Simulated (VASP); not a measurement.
# SiC (SiC (F-43m)) (F-43m) in VASP: single point with PBE

Aim: the single point of SiC (SiC (F-43m)) with PBE.

Everything below comes from runs of VASP 6.6.1. Logs are shortened: lines on timing, memory, paths and dates and some standing lists are left out, and cuts for length are marked.

## (1) The cell of the first run

It takes space group F-43m (No. 216, cubic). The conventional cell has a = 4.380 Å, b = 4.380 Å, c = 4.380 Å, α = 90.00°, β = 90.00°, γ = 90.00°. Within 2.5 Å of Si (site symmetry -43m) lie 4 C at 1.90 Å. Within 2.5 Å of C (site symmetry -43m) lie 4 Si at 1.90 Å.

## (2) Single point, PBE

File INCAR:

```
SYSTEM = SiC
  PREC = Accurate
  ENCUT = 600
  EDIFF = 1E-6
  ISMEAR = -1
  SIGMA = 0.01
  LREAL = .FALSE.
  LASPH = .TRUE.
  NELM = 120
  ALGO = Normal
  ISIF = 2
  LWAVE = .FALSE.
  LCHARG = .FALSE.
  GGA = PE
  NBANDS = 11
  GGA_COMPAT = .FALSE.
```

File KPOINTS:

```
Automatic mesh
0
G
  11 11 11
  0 0 0
```

File POSCAR:

```
SiC
1.0
    0.0000000000      2.1898524993      2.1898524993
    2.1898524993      0.0000000000      2.1898524993
    2.1898524993      2.1898524993      0.0000000000
Si C
1 1
Direct
    0.7500000000      0.7500000000      0.7500000000
    0.0000000000      0.0000000000      0.0000000000
```

Potentials or basis: VASP PAW PBE potentials, release 64 (Si, C).

The run is started by

```console
$ cat potpaw_PBE.64/Si/POTCAR potpaw_PBE.64/C/POTCAR > POTCAR
$ mpirun -np 1 vasp_std > vasp.out
```

OUTCAR:

```text
SYSTEM = SiC
   PREC = Accurate
   ENCUT = 600
   EDIFF = 1E-6
   ISMEAR = -1
   LREAL = .FALSE.
   LASPH = .TRUE.
   NELM = 120
   ISIF = 2
   GGA = PE

 ion  position               nearest neighbor table
   1  0.750  0.750  0.750-   2 1.90   2 1.90   2 1.90   2 1.90
   2  0.000  0.000  0.000-   1 1.90   1 1.90   1 1.90   1 1.90

  LATTYP: Found a face centered cubic cell.
 ALAT       =     4.3797049986

  Lattice vectors:

 A1 = (   0.0000000000,   2.1898524993,   2.1898524993)
 A2 = (   2.1898524993,   0.0000000000,   2.1898524993)
 A3 = (   2.1898524993,   2.1898524993,   0.0000000000)

Analysis of symmetry for initial positions (statically):
=====================================================================
 Subroutine PRICEL returns:
 Original cell was already a primitive cell.

 Routine SETGRP: Setting up the symmetry group for a
 face centered cubic supercell.

 Subroutine GETGRP returns: Found 24 space group operations
 (whereof 24 operations were pure point group operations)
 out of a pool of 48 trial point group operations.

The static configuration has the point symmetry T_d .

Analysis of symmetry for dynamics (positions and initial velocities):
=====================================================================
 Subroutine PRICEL returns:
 Original cell was already a primitive cell.

 Routine SETGRP: Setting up the symmetry group for a
 face centered cubic supercell.

 Subroutine GETGRP returns: Found 24 space group operations
 (whereof 24 operations were pure point group operations)
 out of a pool of 48 trial point group operations.

The dynamic configuration has the point symmetry T_d .

 Subroutine INISYM returns: Found 24 space group operations
 (whereof 24 operations are pure point group operations),
 and found     1 'primitive' translations

----------------------------------------------------------------------------------------

                                     Primitive cell

  volume of cell :      21.0027

  direct lattice vectors                    reciprocal lattice vectors
     0.000000000  2.189852499  2.189852499    -0.228325880  0.228325880  0.228325880
     2.189852499  0.000000000  2.189852499     0.228325880 -0.228325880  0.228325880
     2.189852499  2.189852499  0.000000000     0.228325880  0.228325880 -0.228325880

[... 87 lines left out ...]
   IBRION =     -1    ionic relax: 0-MD 1-quasi-New 2-CG
   NFREE  =      0    steps in history (QN), initial steepest desc. (CG)
   ISIF   =      2    stress and relaxation
   ISYM   =      2    0-nonsym 1-usesym 2-fastsym
   POTIM  = 0.5000    time-step for ionic-motion
   TEBEG  =    0.0;   TEEND  =   0.0 temperature during run
   PSTRESS=    0.0 pullay stress
   NELECT =       8.0000    total number of electrons
   NUPDOWN=      -1.0000    fix difference up-down
   EMIN   =  10.00;   EMAX   =-10.00  energy-range for DOS
   EFERMI =   0.00;   METHOD = LEGACY
   ISMEAR =    -1;   SIGMA  =   0.01  broadening in eV -4-tet -1-fermi 0-gaus
   EFERMI_NEDOS =   21; number of points for ismear=-14 and -15
   IALGO  =     38    algorithm
   IMIX   =      4    mixing-type and parameters
     AMIX     =   0.40;   BMIX     =  1.00
     AMIX_MAG =   1.60;   BMIX_MAG =  1.00
  volume/ion in A,a.u.               =      10.50        70.87
  Fermi-wavevector in a.u.,A,eV,Ry     =   1.186716  2.242567 19.161000  1.408294
  Thomas-Fermi vector in A             =   2.322882
   LORBIT       =      0    0 simple, 1 ext, 2 COOP (PROOUT), +10 PAW based schemes
   GGA     = PE    functional components
   LHFCALC =     F    Hartree Fock is set to
   AEXX    =    0.0000 exact exchange contribution
   IVDW    =     0    specifies the selected vdW correction
   LEPSILON=     F    determine dielectric tensor
   LRPA    =     F    only Hartree local field effects (RPA)
 non-spin polarized calculation
  energy-cutoff  :      600.00
  volume of cell :       21.00
 maximum number of plane-waves:       725
 NGX is ok and might be reduce to    28
   NGX = 13   NGY = 13   NGZ = 13

 number of electron       8.0000000 magnetization

 Free energy of the ion-electron system (eV)
  ---------------------------------------------------
  ext. energy  EPLUGINS =         0.00000000
  ---------------------------------------------------
  free energy    TOTEN  =       -15.06227220 eV

  energy without entropy =      -15.06227220  energy(sigma->0) =      -15.06227220

 E-fermi :   8.1265     XC(G=0): -11.2913

 val. band max:        7.9397514764   @ k =   0.0000   0.0000   0.0000
 cond. band min:       9.4065486088   @ k =   0.4545   0.4545   0.0000
 fundamental gap:      1.4667971324
 Fermi energy:         8.1265228292

 k-point     1 :       0.0000    0.0000    0.0000
  band No.  band energies     occupation
      1      -7.3468      2.00000
      2       7.9398      2.00000
      3       7.9398      2.00000
      4       7.9398      2.00000
      5      13.9987      0.00000
      6      15.1451      0.00000
      7      15.1451      0.00000
      8      15.1451      0.00000
      9      22.3605      0.00000
     10      22.3605      0.00000
     11      24.1906      0.00000
[... 309 lines left out ...]
 k-point    24 :      -0.1818    0.1818    0.0000
  band No.  band energies     occupation
      1      -5.6945      2.00000
      2       3.6361      2.00000
      3       5.1752      2.00000
      4       7.4491      2.00000
      5      14.7095      0.00000
      6      15.5748      0.00000
      7      16.0422      0.00000
      8      16.8355      0.00000
      9      19.2920      0.00000
     10      22.8015      0.00000
     11      26.7049      0.00000

 [... further k-points ...]

------------------------ aborting loop because EDIFF is reached ----------------------------------------

  FORCE on cell =-STRESS in cart. coord.  units (eV):
  Direction    XX          YY          ZZ          XY          YZ          ZX
  --------------------------------------------------------------------------------------
  -------------------------------------------------------------------------------------
  Total       -0.0234995     -0.0234995     -0.0234995     -0.0000000     -0.0000000      0.0000000
  in kB       -1.7926463     -1.7926463     -1.7926463     -0.0000000     -0.0000000      0.0000000
  external PRESSURE =      -1.7926463 kB  Pullay stress =       0.0000000 kB

 VOLUME and BASIS-vectors are now :
 -----------------------------------------------------------------------------
  energy-cutoff  :      600.00
  volume of cell :       21.00
      direct lattice vectors                 reciprocal lattice vectors
     0.000000000  2.189852499  2.189852499    -0.228325880  0.228325880  0.228325880
     2.189852499  0.000000000  2.189852499     0.228325880 -0.228325880  0.228325880
     2.189852499  2.189852499  0.000000000     0.228325880  0.228325880 -0.228325880

 POSITION                                       TOTAL-FORCE (eV/Angst)
 -----------------------------------------------------------------------------------
      3.28478      3.28478      3.28478        -0.000000     -0.000000     -0.000000
      0.00000      0.00000      0.00000         0.000000      0.000000      0.000000
 -----------------------------------------------------------------------------------
    total drift:                               -0.000000     -0.000000     -0.000000

  FREE ENERGIE OF THE ION-ELECTRON SYSTEM (eV)
  ---------------------------------------------------
  free  energy   TOTEN  =       -15.0622721951 eV

  energy  without entropy=      -15.0622721951  energy(sigma->0) =      -15.06227220
```

stdout:

```text
POSCAR found type information on POSCAR SiC
 POSCAR found :  2 types and       2 ions
 scaLAPACK will be used
 LDA part: xc-table for (Slater+PW92), standard interpolation
 POSCAR, INCAR and KPOINTS ok, starting setup
 FFT: planning ... GRIDC
 FFT: planning ... GRID_SOFT
 FFT: planning ... GRID
 WAVECAR not read
 entering main loop
```

It took 9.8 s on 1 thread of Intel Xeon 6975P-C (Granite Rapids), shared host; peak memory 0.15 GiB.

Results:

- Free energy: -15.0623 eV
- Pressure: -0.2 GPa
- Band gap on the k mesh: 1.47 eV, indirect (least direct gap 4.58 eV)
